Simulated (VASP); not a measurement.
# LiF (Pm-3m) in VASP: notebook

The runs below take LiF through single point, with PBE, LDA.

Program: VASP 6.6.1. These are calculated values, not measurements. Logs are shortened: lines on timing, memory, paths and dates and some standing lists are left out, and cuts for length are marked.

## (1) The cell of the first run

Symmetry: Pm-3m, No. 221, cubic system. The conventional cell has a = 2.516 Å, b = 2.516 Å, c = 2.516 Å, α = 90.00°, β = 90.00°, γ = 90.00°. Within 2.9 Å of Li (site symmetry m-3m) lie 8 F at 2.18 Å and 6 Li at 2.52 Å. Within 2.9 Å of F (site symmetry m-3m) lie 8 Li at 2.18 Å and 6 F at 2.52 Å.

## (2) Single point, PBE

INCAR reads:

```
ALGO = Normal
EDIFF = 1E-7
ENCUT = 520
GGA = PE
ISIF = 2
ISMEAR = 0
LASPH = True
LCHARG = False
LREAL = False
LWAVE = False
NBANDS = 12
NELM = 60
PREC = Accurate
SIGMA = 0.01
```

KPOINTS reads:

```
k-points
0
Gamma
  6 6 6
```

POSCAR reads:

```
LiF
1.0
    2.5162584520      0.0000000000      0.0000000000
    0.0000000000      2.5162584520      0.0000000000
    0.0000000000      0.0000000000      2.5162584520
Li F
1 1
Direct
    0.0000000000      0.0000000000      0.0000000000
    0.5000000000      0.5000000000      0.5000000000
```

Potentials or basis: VASP PAW PBE potentials, release 64 (Li_sv, F).

On the command line:

```console
cat potpaw_PBE.64/Li_sv/POTCAR potpaw_PBE.64/F/POTCAR > POTCAR
mpirun -np 1 vasp_std > vasp.out
```

OUTCAR:

```text
EDIFF = 1E-7
   ENCUT = 520
   GGA = PE
   ISIF = 2
   ISMEAR = 0
   LASPH = True
   LREAL = False
   NELM = 60
   PREC = Accurate

 ion  position               nearest neighbor table
   1  0.000  0.000  0.000-   2 2.18   2 2.18   2 2.18   2 2.18   2 2.18   2 2.18   2 2.18   2 2.18

   2  0.500  0.500  0.500-   1 2.18   1 2.18   1 2.18   1 2.18   1 2.18   1 2.18   1 2.18   1 2.18

  LATTYP: Found a simple cubic cell.
 ALAT       =     2.5162584520

  Lattice vectors:

 A1 = (   2.5162584520,   0.0000000000,   0.0000000000)
 A2 = (   0.0000000000,   2.5162584520,   0.0000000000)
 A3 = (   0.0000000000,   0.0000000000,   2.5162584520)

Analysis of symmetry for initial positions (statically):
=====================================================================
 Subroutine PRICEL returns:
 Original cell was already a primitive cell.

 Routine SETGRP: Setting up the symmetry group for a
 simple cubic supercell.

 Subroutine GETGRP returns: Found 48 space group operations
 (whereof 48 operations were pure point group operations)
 out of a pool of 48 trial point group operations.

The static configuration has the point symmetry O_h .

Analysis of symmetry for dynamics (positions and initial velocities):
=====================================================================
 Subroutine PRICEL returns:
 Original cell was already a primitive cell.

 Routine SETGRP: Setting up the symmetry group for a
 simple cubic supercell.

 Subroutine GETGRP returns: Found 48 space group operations
 (whereof 48 operations were pure point group operations)
 out of a pool of 48 trial point group operations.

The dynamic configuration has the point symmetry O_h .

 Subroutine INISYM returns: Found 48 space group operations
 (whereof 48 operations are pure point group operations),
 and found     1 'primitive' translations

----------------------------------------------------------------------------------------

                                     Primitive cell

  volume of cell :      15.9318

  direct lattice vectors                    reciprocal lattice vectors
     2.516258452  0.000000000  0.000000000     0.397415456  0.000000000  0.000000000
     0.000000000  2.516258452  0.000000000     0.000000000  0.397415456  0.000000000
     0.000000000  0.000000000  2.516258452     0.000000000  0.000000000  0.397415456

  length of vectors
     2.516258452  2.516258452  2.516258452     0.397415456  0.397415456  0.397415456

  position of ions in fractional coordinates (direct lattice)
     0.000000000  0.000000000  0.000000000
     0.500000000  0.500000000  0.500000000

  ion indices of the primitive-cell ions
   primitive index   ion index
                 1           1
                 2           2

----------------------------------------------------------------------------------------

 KPOINTS: k-points

Automatic generation of k-mesh.
 Grid dimensions read from file:
 generate k-points for:    6    6    6

 Generating k-lattice:

  Cartesian coordinates                     Fractional coordinates (reciprocal lattice)
     0.066235909  0.000000000  0.000000000     0.166666667  0.000000000  0.000000000
     0.000000000  0.066235909  0.000000000     0.000000000  0.166666667  0.000000000
     0.000000000  0.000000000  0.066235909     0.000000000  0.000000000  0.166666667

  Length of vectors
     0.066235909  0.066235909  0.066235909

  Shift w.r.t. Gamma in fractional coordinates (k-lattice)
     0.000000000  0.000000000  0.000000000

 Subroutine IBZKPT returns following result:
 ===========================================

 Found     20 irreducible k-points:

 Following reciprocal coordinates:
            Coordinates               Weight
  0.000000  0.000000  0.000000      1.000000
  0.166667  0.000000  0.000000      6.000000
  0.333333  0.000000  0.000000      6.000000
  0.500000  0.000000  0.000000      3.000000
  0.166667  0.166667  0.000000     12.000000
  0.333333  0.166667  0.000000     24.000000
[... 12 lines left out ...]
  0.500000  0.500000  0.333333      6.000000
  0.500000  0.500000  0.500000      1.000000
   k-points           NKPTS =     20   k-points in BZ     NKDIM =     20   number of bands    NBANDS=     12
   number of dos      NEDOS =    301   number of ions     NIONS =      2
   total plane-waves  NPLWV =   8000
   dimension x,y,z NGX =    20 NGY =   20 NGZ =   20
   dimension x,y,z NGXF=    40 NGYF=   40 NGZF=   40
   ions per type =               1   1
   NGX,Y,Z   is equivalent  to a cutoff of  13.21, 13.21, 13.21 a.u.
   NGXF,Y,Z  is equivalent  to a cutoff of  26.43, 26.43, 26.43 a.u.
 SYSTEM =  unknown system
   PREC   = accura    normal or accurate (medium, high low for compatibility)
   ISTART =      0    job   : 0-new  1-cont  2-samecut
   ICHARG =      2    charge: 1-file 2-atom 10-const
   ISPIN  =      1    spin polarized calculation?
   LNONCOLLINEAR =      F non collinear calculations
   LSORBIT =      F    spin-orbit coupling
   LASPH  =      T    aspherical Exc in radial PAW
   ENCUT  =  520.0 eV  38.22 Ry    6.18 a.u.   4.68  4.68  4.68*2*pi/ulx,y,z
   NELM   =     60;   NELMIN=  2; NELMDL= -5     # of ELM steps
   EDIFF  = 0.1E-06   stopping-criterion for ELM
   LREAL  =      F    real-space projection
   EDIFFG = 0.1E-05   stopping-criterion for IOM
   NSW    =      0    number of steps for IOM
   IBRION =     -1    ionic relax: 0-MD 1-quasi-New 2-CG
   NFREE  =      0    steps in history (QN), initial steepest desc. (CG)
   ISIF   =      2    stress and relaxation
   ISYM   =      2    0-nonsym 1-usesym 2-fastsym
   POTIM  = 0.5000    time-step for ionic-motion
   TEBEG  =    0.0;   TEEND  =   0.0 temperature during run
   PSTRESS=    0.0 pullay stress
   NELECT =      10.0000    total number of electrons
   NUPDOWN=      -1.0000    fix difference up-down
   EMIN   =  10.00;   EMAX   =-10.00  energy-range for DOS
   EFERMI =   0.00;   METHOD = LEGACY
   ISMEAR =     0;   SIGMA  =   0.01  broadening in eV -4-tet -1-fermi 0-gaus
   EFERMI_NEDOS =   21; number of points for ismear=-14 and -15
   IALGO  =     38    algorithm
   IMIX   =      4    mixing-type and parameters
     AMIX     =   0.40;   BMIX     =  1.00
     AMIX_MAG =   1.60;   BMIX_MAG =  1.00
  volume/ion in A,a.u.               =       7.97        53.76
  Fermi-wavevector in a.u.,A,eV,Ry     =   1.401693  2.648816 26.731957  1.964743
  Thomas-Fermi vector in A             =   2.524529
   LORBIT       =      0    0 simple, 1 ext, 2 COOP (PROOUT), +10 PAW based schemes
   GGA     = PE    functional components
   LHFCALC =     F    Hartree Fock is set to
   AEXX    =    0.0000 exact exchange contribution
   IVDW    =     0    specifies the selected vdW correction
   LEPSILON=     F    determine dielectric tensor
   LRPA    =     F    only Hartree local field effects (RPA)
 non-spin polarized calculation
 Gauss-broadening in eV      SIGMA  =   0.01
  energy-cutoff  :      520.00
  volume of cell :       15.93
 maximum number of plane-waves:       441
 NGX is ok and might be reduce to    20
   NGX =  9   NGY =  9   NGZ =  9

 number of electron      10.0000023 magnetization

 Free energy of the ion-electron system (eV)
  ---------------------------------------------------
  ext. energy  EPLUGINS =         0.00000000
  ---------------------------------------------------
  free energy    TOTEN  =        -9.03868301 eV

  energy without entropy =       -9.03868301  energy(sigma->0) =       -9.03868301

 E-fermi :   0.5688     XC(G=0): -10.1808

 val. band max:        0.4476530689   @ k =   0.5000   0.5000   0.0000
 cond. band min:       8.3953783393   @ k =   0.0000   0.0000   0.0000
 fundamental gap:      7.9477252704
 Fermi energy:         0.5688329129

 k-point     1 :       0.0000    0.0000    0.0000
  band No.  band energies     occupation
      1     -42.3588      2.00000
      2     -20.5654      2.00000
      3      -0.2740      2.00000
      4      -0.2740      2.00000
      5      -0.2740      2.00000
      6       8.3954      0.00000
      7      19.5958      0.00000
      8      19.5958      0.00000
      9      21.9477      0.00000
     10      21.9477      0.00000
     11      21.9477      0.00000
     12      39.7339      0.00000

 k-point     2 :       0.1667    0.0000    0.0000
  band No.  band energies     occupation
      1     -42.3447      2.00000
      2     -20.4464      2.00000
      3      -1.2086      2.00000
      4      -0.1716      2.00000
      5      -0.1716      2.00000
      6       8.9626      0.00000
      7      17.1437      0.00000
      8      20.2511      0.00000
      9      21.8008      0.00000
     10      21.8008      0.00000
     11      26.0893      0.00000
     12      36.0639      0.00000

 k-point     3 :       0.3333    0.0000    0.0000
  band No.  band energies     occupation
      1     -42.3164      2.00000
      2     -20.1944      2.00000
      3      -2.7701      2.00000
      4       0.0401      2.00000
      5       0.0401      2.00000
      6       9.6598      0.00000
      7      15.4486      0.00000
      8      21.4316      0.00000
      9      21.4316      0.00000
     10      22.2101      0.00000
     11      30.1731      0.00000
     12      32.6144      0.00000
[... 226 lines left out ...]
 k-point    19 :       0.5000    0.5000    0.3333
  band No.  band energies     occupation
      1     -42.2244      2.00000
      2     -19.1134      2.00000
      3      -2.2627      2.00000
      4      -2.2627      2.00000
      5      -1.4109      2.00000
      6      12.2152      0.00000
      7      12.4305      0.00000
      8      12.4305      0.00000
      9      24.0347      0.00000
     10      25.8500      0.00000
     11      25.8500      0.00000
     12      26.4297      0.00000

 k-point    20 :       0.5000    0.5000    0.5000
  band No.  band energies     occupation
      1     -42.2140      2.00000
      2     -18.9867      2.00000
      3      -1.9670      2.00000
      4      -1.9670      2.00000
      5      -1.9670      2.00000
      6      11.6960      0.00000
      7      11.6960      0.00000
      8      11.6960      0.00000
      9      25.3335      0.00000
     10      25.3335      0.00000
     11      25.3335      0.00000
     12      26.7845      0.00000

------------------------ aborting loop because EDIFF is reached ----------------------------------------

  FORCE on cell =-STRESS in cart. coord.  units (eV):
  Direction    XX          YY          ZZ          XY          YZ          ZX
  --------------------------------------------------------------------------------------
  -------------------------------------------------------------------------------------
  Total        0.3369803      0.3369803      0.3369803     -0.0000000      0.0000000     -0.0000000
  in kB       33.8882632     33.8882632     33.8882632     -0.0000000      0.0000000     -0.0000000
  external PRESSURE =      33.8882632 kB  Pullay stress =       0.0000000 kB

 VOLUME and BASIS-vectors are now :
 -----------------------------------------------------------------------------
  energy-cutoff  :      520.00
  volume of cell :       15.93
      direct lattice vectors                 reciprocal lattice vectors
     2.516258452  0.000000000  0.000000000     0.397415456  0.000000000  0.000000000
     0.000000000  2.516258452  0.000000000     0.000000000  0.397415456  0.000000000
     0.000000000  0.000000000  2.516258452     0.000000000  0.000000000  0.397415456

 POSITION                                       TOTAL-FORCE (eV/Angst)
 -----------------------------------------------------------------------------------
      0.00000      0.00000      0.00000         0.000000      0.000000      0.000000
      1.25813      1.25813      1.25813         0.000000      0.000000      0.000000
 -----------------------------------------------------------------------------------
    total drift:                                0.000000      0.000000      0.000000

  FREE ENERGIE OF THE ION-ELECTRON SYSTEM (eV)
  ---------------------------------------------------
  free  energy   TOTEN  =        -9.0386830063 eV

  energy  without entropy=       -9.0386830063  energy(sigma->0) =       -9.03868301
```

Wall time 2.3 s (1 thread of AMD EPYC 9R45 (Zen 5), shared host); peak memory 0.09 GiB.

Results:

```
Free energy            : -9.0387 eV
Band gap on the k mesh : 7.95 eV, indirect (least direct gap 8.67 eV)
```

Levels at points of the mesh, in eV from the valence-band top:
```tsv
k point	band 3	band 4	band 5	band 6	band 7	band 8
(0.00, 0.00, 0.00)	-0.72	-0.72	-0.72	7.95	19.15	19.15
(0.50, 0.00, 0.00)	-3.91	-0.30	-0.30	9.38	14.58	20.76
(0.50, 0.50, 0.00)	-3.48	-3.48	0.00	13.69	14.05	14.05
(0.50, 0.50, 0.50)	-2.41	-2.41	-2.41	11.25	11.25	11.25
```

Caveat: the cutoff is under 1.25 times the usual one of these potentials, so pressure, stress and relaxed cells hold a basis-set (Pulay) error. A hybrid or GW would open this gap; PBE tends to underestimate it.

## (3) Single point, PBE

INCAR reads:

```
SYSTEM = LiF
  ALGO = Normal
  EDIFF = 1E-6
  ENCUT = 520
  GGA = PE
  ISIF = 2
  ISMEAR = 0
  LASPH = .TRUE.
  LCHARG = .FALSE.
  LREAL = .FALSE.
  LWAVE = .FALSE.
  NBANDS = 12
  NELM = 80
  PREC = Accurate
  SIGMA = 0.01
```

KPOINTS reads:

```
k-points
0
G
  6 6 6
  0 0 0
```

POSCAR is that of step 2.

Potentials or basis: VASP PAW PBE potentials, release 64 (Li_sv, F).

On the command line:

```console
cat potpaw_PBE.64/Li_sv/POTCAR potpaw_PBE.64/F/POTCAR > POTCAR
mpirun -np 1 vasp_std > vasp.out
```

OUTCAR:

```text
SYSTEM = LiF
   EDIFF = 1E-6
   ENCUT = 520
   GGA = PE
   ISIF = 2
   ISMEAR = 0
   LASPH = .TRUE.
   LREAL = .FALSE.
   NELM = 80
   PREC = Accurate

 ion  position               nearest neighbor table
   1  0.000  0.000  0.000-   2 2.18   2 2.18   2 2.18   2 2.18   2 2.18   2 2.18   2 2.18   2 2.18

   2  0.500  0.500  0.500-   1 2.18   1 2.18   1 2.18   1 2.18   1 2.18   1 2.18   1 2.18   1 2.18

  LATTYP: Found a simple cubic cell.
 ALAT       =     2.5162584520

  Lattice vectors:

 A1 = (   2.5162584520,   0.0000000000,   0.0000000000)
 A2 = (   0.0000000000,   2.5162584520,   0.0000000000)
 A3 = (   0.0000000000,   0.0000000000,   2.5162584520)

Analysis of symmetry for initial positions (statically):
=====================================================================
 Subroutine PRICEL returns:
 Original cell was already a primitive cell.

 Routine SETGRP: Setting up the symmetry group for a
 simple cubic supercell.

 Subroutine GETGRP returns: Found 48 space group operations
 (whereof 48 operations were pure point group operations)
 out of a pool of 48 trial point group operations.

The static configuration has the point symmetry O_h .
[... 169 lines left out ...]
      4      -0.2745      2.00000
      5      -0.2745      2.00000
      6       8.3950      0.00000
      7      19.5954      0.00000
      8      19.5954      0.00000
      9      21.9478      0.00000
     10      21.9478      0.00000
     11      21.9478      0.00000
     12      39.7341      0.00000
[... 271 lines left out ...]
 k-point    20 :       0.5000    0.5000    0.5000
  band No.  band energies     occupation
      1     -42.2121      2.00000
      2     -18.9872      2.00000
      3      -1.9674      2.00000
      4      -1.9674      2.00000
      5      -1.9674      2.00000
      6      11.6955      0.00000
      7      11.6955      0.00000
      8      11.6955      0.00000
      9      25.3335      0.00000
     10      25.3335      0.00000
     11      25.3335      0.00000
     12      26.7845      0.00000

------------------------ aborting loop because EDIFF is reached ----------------------------------------

  FORCE on cell =-STRESS in cart. coord.  units (eV):
  Direction    XX          YY          ZZ          XY          YZ          ZX
  --------------------------------------------------------------------------------------
  -------------------------------------------------------------------------------------
  Total        0.3457997      0.3457997      0.3457997      0.0000000      0.0000000      0.0000000
  in kB       34.7751860     34.7751860     34.7751860      0.0000000      0.0000000      0.0000000
  external PRESSURE =      34.7751860 kB  Pullay stress =       0.0000000 kB

 VOLUME and BASIS-vectors are now :
 -----------------------------------------------------------------------------
  energy-cutoff  :      520.00
  volume of cell :       15.93
      direct lattice vectors                 reciprocal lattice vectors
     2.516258452  0.000000000  0.000000000     0.397415456  0.000000000  0.000000000
     0.000000000  2.516258452  0.000000000     0.000000000  0.397415456  0.000000000
     0.000000000  0.000000000  2.516258452     0.000000000  0.000000000  0.397415456

 POSITION                                       TOTAL-FORCE (eV/Angst)
 -----------------------------------------------------------------------------------
      0.00000      0.00000      0.00000         0.000000      0.000000      0.000000
      1.25813      1.25813      1.25813         0.000000      0.000000      0.000000
 -----------------------------------------------------------------------------------
    total drift:                                0.000000      0.000000      0.000000

  FREE ENERGIE OF THE ION-ELECTRON SYSTEM (eV)
  ---------------------------------------------------
  free  energy   TOTEN  =        -9.0386830011 eV

  energy  without entropy=       -9.0386830011  energy(sigma->0) =       -9.03868300
```

stdout:

```text
POSCAR found type information on POSCAR LiF
 POSCAR found :  2 types and       2 ions
 scaLAPACK will be used
 LDA part: xc-table for (Slater+PW92), standard interpolation
 POSCAR, INCAR and KPOINTS ok, starting setup
 FFT: planning ... GRIDC
 FFT: planning ... GRID_SOFT
 FFT: planning ... GRID
 WAVECAR not read
 entering main loop
```

Wall time 2.1 s (1 thread of AMD EPYC 9R45 (Zen 5), shared host); peak memory 0.09 GiB.

Results:

```yaml
Free_energy: -9.0387 eV
Band_gap_on_the_k_mesh: 7.95 eV, indirect (least direct gap 8.67 eV)
```

Caveat: the cutoff is under 1.25 times the usual one of these potentials, so pressure, stress and relaxed cells hold a basis-set (Pulay) error. PBE gaps usually lie below the measured ones, often by a third to a half.

[end of part 1 of 2]
